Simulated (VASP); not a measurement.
# Mg2Te3O (I4/mmm) in VASP: relaxation of cell and atoms with PBE

Aim: the relaxation of cell and atoms of Mg2Te3O with PBE.

All numbers are computed with VASP 6.6.1; they aren't measurements. Logs are shortened: lines on timing, memory, paths and dates and some standing lists are left out, and cuts for length are marked.

### Step 1. The cell of the first run

Symmetry: I4/mmm, No. 139, tetragonal system. The conventional cell has a = 5.894 Å, b = 5.894 Å, c = 11.049 Å, α = 90.00°, β = 90.00°, γ = 90.00°. Within 3.6 Å of Mg (site symmetry -4m2) lie 2 Te at 2.76 Å. Te (site symmetry 4/mmm) has 4 Te at 2.95 Å and 8 Mg at 4.04 Å and 4 O at 4.17 Å within 4.2 Å. Within 3.6 Å of Te (site symmetry mmm) lie 2 Mg at 2.76 Å and 2 Te at 2.95 Å and 2 O at 2.95 Å. Within 4.2 Å of O (site symmetry 4/mmm) lie 8 Te at 2.95 to 4.17 Å and 8 Mg at 4.04 Å.

The cell was generated, and may not be a known phase.

### Step 2. Relaxation of cell and atoms, PBE

The input, INCAR:

```
PREC = Accurate
ENCUT = 600
EDIFF = 1E-6
ISMEAR = 0
SIGMA = 0.1
LREAL = F
LASPH = T
NELM = 60
ALGO = Normal
ISIF = 3
LWAVE = F
LCHARG = F
GGA = PE
IBRION = 2
NSW = 100
EDIFFG = -0.01
```

The input, KPOINTS:

```
regular mesh
0
Gamma
  10 10 10
```

The input, POSCAR:

```
Mg2Te3O
1.0
   -2.9468836882      2.9468836882      5.5245344755
    2.9468836882     -2.9468836882      5.5245344755
    2.9468836882      2.9468836882     -5.5245344755
Mg Te O
2 3 1
Direct
    0.7500000000      0.2500000000      0.5000000000
    0.2500000000      0.7500000000      0.5000000000
    0.5000000000      0.5000000000      0.0000000000
    0.5000000000      0.0000000000      0.5000000000
    0.0000000000      0.5000000000      0.5000000000
    0.0000000000      0.0000000000      0.0000000000
```

Potentials or basis: VASP PAW PBE potentials, release 64 (Mg, Te, O).

The run is started by

```bash
> cat potpaw_PBE.64/Mg/POTCAR potpaw_PBE.64/Te/POTCAR potpaw_PBE.64/O/POTCAR > POTCAR
> mpirun -np 1 vasp_std > vasp.out
```

OUTCAR:

```text
PREC = Accurate
   ENCUT = 600
   EDIFF = 1E-6
   ISMEAR = 0
   LREAL = F
   LASPH = T
   NELM = 60
   ISIF = 3
   GGA = PE
   IBRION = 2
   NSW = 100
   EDIFFG = -0.01

 ion  position               nearest neighbor table
   1  0.750  0.250  0.500-   4 2.76   5 2.76
   2  0.250  0.750  0.500-   4 2.76   5 2.76
   3  0.500  0.500  0.000-   4 2.95   5 2.95   4 2.95   5 2.95
   4  0.500  0.000  0.500-   1 2.76   2 2.76   3 2.95   3 2.95
   5  0.000  0.500  0.500-   1 2.76   2 2.76   3 2.95   3 2.95
   6  0.000  0.000  0.000-

  LATTYP: Found a body centered tetragonal cell.
 ALAT       =     5.8937673764
 C/A-ratio  =     1.8747039449

  Lattice vectors:

 A1 = (  -2.9468836882,   2.9468836882,   5.5245344755)
 A2 = (   2.9468836882,  -2.9468836882,   5.5245344755)
 A3 = (   2.9468836882,   2.9468836882,  -5.5245344755)

Analysis of symmetry for initial positions (statically):
=====================================================================
 Subroutine PRICEL returns:
 Original cell was already a primitive cell.

 Routine SETGRP: Setting up the symmetry group for a
 body centered tetragonal supercell.

 Subroutine GETGRP returns: Found 16 space group operations
 (whereof 16 operations were pure point group operations)
 out of a pool of 16 trial point group operations.

The static configuration has the point symmetry D_4h.

Analysis of symmetry for dynamics (positions and initial velocities):
=====================================================================
 Subroutine PRICEL returns:
 Original cell was already a primitive cell.

 Routine SETGRP: Setting up the symmetry group for a
 body centered tetragonal supercell.

 Subroutine GETGRP returns: Found 16 space group operations
 (whereof 16 operations were pure point group operations)
 out of a pool of 16 trial point group operations.

The dynamic configuration has the point symmetry D_4h.

 Subroutine INISYM returns: Found 16 space group operations
 (whereof 16 operations are pure point group operations),
 and found     1 'primitive' translations

----------------------------------------------------------------------------------------

                                     Primitive cell

  volume of cell :     191.9030

  direct lattice vectors                    reciprocal lattice vectors
    -2.946883688  2.946883688  5.524534476     0.000000000  0.169670762  0.090505363
[... 103 lines left out ...]
   TEBEG  =    0.0;   TEEND  =   0.0 temperature during run
   PSTRESS=    0.0 pullay stress
   NELECT =      28.0000    total number of electrons
   NUPDOWN=      -1.0000    fix difference up-down
   EMIN   =  10.00;   EMAX   =-10.00  energy-range for DOS
   EFERMI =   0.00;   METHOD = LEGACY
   ISMEAR =     0;   SIGMA  =   0.10  broadening in eV -4-tet -1-fermi 0-gaus
   EFERMI_NEDOS =   21; number of points for ismear=-14 and -15
   IALGO  =     38    algorithm
   IMIX   =      4    mixing-type and parameters
     AMIX     =   0.40;   BMIX     =  1.00
     AMIX_MAG =   1.60;   BMIX_MAG =  1.00
  volume/ion in A,a.u.               =      31.98       215.84
  Fermi-wavevector in a.u.,A,eV,Ry     =   0.861854  1.628668 10.106299  0.742792
  Thomas-Fermi vector in A             =   1.979569
   LORBIT       =      0    0 simple, 1 ext, 2 COOP (PROOUT), +10 PAW based schemes
   GGA     = PE    functional components
   LHFCALC =     F    Hartree Fock is set to
   AEXX    =    0.0000 exact exchange contribution
   IVDW    =     0    specifies the selected vdW correction
   LEPSILON=     F    determine dielectric tensor
   LRPA    =     F    only Hartree local field effects (RPA)
 conjugate gradient relaxation of ions
 non-spin polarized calculation
 Gauss-broadening in eV      SIGMA  =   0.10
  energy-cutoff  :      600.00
  volume of cell :      191.90
 maximum number of plane-waves:      6454
   NGX = 27   NGY = 27   NGZ = 27

--------------------------------------- Ionic step        1  -------------------------------------------

 number of electron      27.9999999 magnetization

 Free energy of the ion-electron system (eV)
  ---------------------------------------------------
  ext. energy  EPLUGINS =         0.00000000
  ---------------------------------------------------
  free energy    TOTEN  =       -15.49419670 eV

  energy without entropy =      -15.47245205  energy(sigma->0) =      -15.48332438

------------------------ aborting loop because EDIFF is reached ----------------------------------------

  FORCE on cell =-STRESS in cart. coord.  units (eV):
  Direction    XX          YY          ZZ          XY          YZ          ZX
  --------------------------------------------------------------------------------------
  -------------------------------------------------------------------------------------
  Total       -0.8417400     -0.8417400      0.6686581      0.0000000     -0.0000000      0.0000000
  in kB       -7.0275973     -7.0275973      5.5825553      0.0000000     -0.0000000      0.0000000
  external PRESSURE =      -2.8242131 kB  Pullay stress =       0.0000000 kB
[... 147 lines left out ...]
--------------------------------------- Ionic step        5  -------------------------------------------

 number of electron      28.0000000 magnetization

 Free energy of the ion-electron system (eV)
  ---------------------------------------------------
  ext. energy  EPLUGINS =         0.00000000
  ---------------------------------------------------
  free energy    TOTEN  =       -15.51149065 eV

  energy without entropy =      -15.49303044  energy(sigma->0) =      -15.50226054

 E-fermi :   3.4261     XC(G=0):  -8.0997

 val. band max:        3.4200970518   @ k =   0.2000   0.2000   0.1000
 cond. band min:       3.4277700777   @ k =   0.4000   0.2000   0.1000
 fundamental gap:      0.0076730258
 Fermi energy:         3.4260653990

 k-point     1 :       0.0000    0.0000    0.0000
  band No.  band energies     occupation
      1     -12.7137      2.00000
      2      -9.8490      2.00000
      3      -7.7636      2.00000
      4      -5.6357      2.00000
      5      -2.4991      2.00000
      6      -2.4991      2.00000
[... 481 lines left out ...]
      5      -1.2679      2.00000
      6      -0.5276      2.00000
[... 10 lines left out ...]
     17       4.2256      0.00000
     18       4.7128      0.00000

 [... further k-points ...]

------------------------ aborting loop because EDIFF is reached ----------------------------------------

  FORCE on cell =-STRESS in cart. coord.  units (eV):
  Direction    XX          YY          ZZ          XY          YZ          ZX
  --------------------------------------------------------------------------------------
  -------------------------------------------------------------------------------------
  Total       -0.0156734     -0.0156734     -0.0559256      0.0000000      0.0000000     -0.0000000
  in kB       -0.1324543     -0.1324543     -0.4726204      0.0000000      0.0000000     -0.0000000
  external PRESSURE =      -0.2458430 kB  Pullay stress =       0.0000000 kB
[... 21 lines left out ...]
  FREE ENERGIE OF THE ION-ELECTRON SYSTEM (eV)
  ---------------------------------------------------
  free  energy   TOTEN  =       -15.5114906490 eV

  energy  without entropy=      -15.4930304358  energy(sigma->0) =      -15.50226054

 reached required accuracy - stopping structural energy minimisation
```

Wall time 16 min (1 thread of Intel Xeon 6975P-C (Granite Rapids), shared host); peak memory 0.8 GiB.

Results:

```
Free energy                           : -15.5115 eV
Relaxed volume                        : 31.60 Å³/atom
Relaxed cell                          : a = 6.955 Å, b = 6.955 Å, c = 6.955 Å, α = 130.59°, β = 130.59°, γ = 72.47°
Space group after relaxing (to 0.1 Å) : I4/mmm (No. 139)
Energy gained by relaxing             : 2.9 meV/atom
Ionic steps                           : 5
Pressure after relaxing               : 0.0 GPa
Band gap on the k mesh                : zero (bands 14 and 15 overlap by 1.61 eV)
```

Step by step:
| step | energy change (eV) | largest force (eV/Å) | pressure (GPa) | volume (Å³) |
| --- | --- | --- | --- | --- |
| 1 | 0.0000 | 0.0000 | -0.28 | 191.90 |
| 2 | -0.0118 | 0.0000 | -0.08 | 190.33 |
| 3 | -0.0166 | 0.0000 | 0.19 | 188.47 |
| 4 | -0.0166 | 0.0000 | 0.18 | 188.58 |
| 5 | -0.0173 | 0.0000 | -0.02 | 189.59 |

Final structure:
```
Mg Te O
1.0
    -2.90678    2.90678    5.60951
     2.90678   -2.90678    5.60951
     2.90678    2.90678   -5.60951
Mg Te O
2 3 1
Direct
  0.75000 0.25000 0.50000
  0.25000 0.75000 0.50000
  0.50000 0.50000 0.00000
  0.50000 0.00000 0.50000
  0.00000 0.50000 0.50000
  0.00000 0.00000 0.00000
```

Caveat: spin-orbit coupling is left out, which moves the levels of the heavy elements.
